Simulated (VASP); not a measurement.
Write the native input for VASP 6.6.1 that does the following.

```
Task                   : dielectric tensor
Functional             : PBE
Potentials or basis    : VASP PAW PBE potentials, release 64 (Li_sv, F)
Cutoff                 : 520 eV
k mesh                 : 10 × 10 × 10
Occupations            : gaussian, width 0.01 eV
Spin                   : no spin polarisation
Dipole correction      : no
Further INCAR settings : ALGO = Normal; EDIFF = 1e-08
```

The structure of LiF lies in POSCAR:

```
LiF
1.0
    0.0000000000      1.9951010462      1.9951010462
    1.9951010462      0.0000000000      1.9951010462
    1.9951010462      1.9951010462      0.0000000000
Li F
1 1
Direct
    0.0000000000      0.0000000000      0.0000000000
    0.5000000000      0.5000000000      0.5000000000
```

These files were run (other wordings do the same):

INCAR

```
ALGO = Normal ; EDIFF = 1E-8
ENCUT = 520 ; GGA = PE
ISIF = 2 ; ISMEAR = 0
LASPH = T ; LCHARG = F
LEPSILON = T ; LREAL = F
LWAVE = F ; NELM = 80
PREC = Accurate ; SIGMA = 0.01
```

KPOINTS

```
k-points
0
Gamma
  10 10 10
```

Potentials or basis: VASP PAW PBE potentials, release 64 (Li_sv, F).

Command:

```sh
$ cat potpaw_PBE.64/Li_sv/POTCAR potpaw_PBE.64/F/POTCAR > POTCAR
$ mpirun -np 1 vasp_std > vasp.out
```

Results of the run:

The band gap on the k mesh is 9.35 eV, direct and the electronic dielectric tensor (diagonal) is 2.07. The born charges (mean of the diagonal) is Li +1.05; F -1.05 e.

Run time: 76 s on 1 thread of AMD EPYC 9R45 96-Core Processor (Zen 5), with other jobs on the host, peak memory 0.14 GiB.
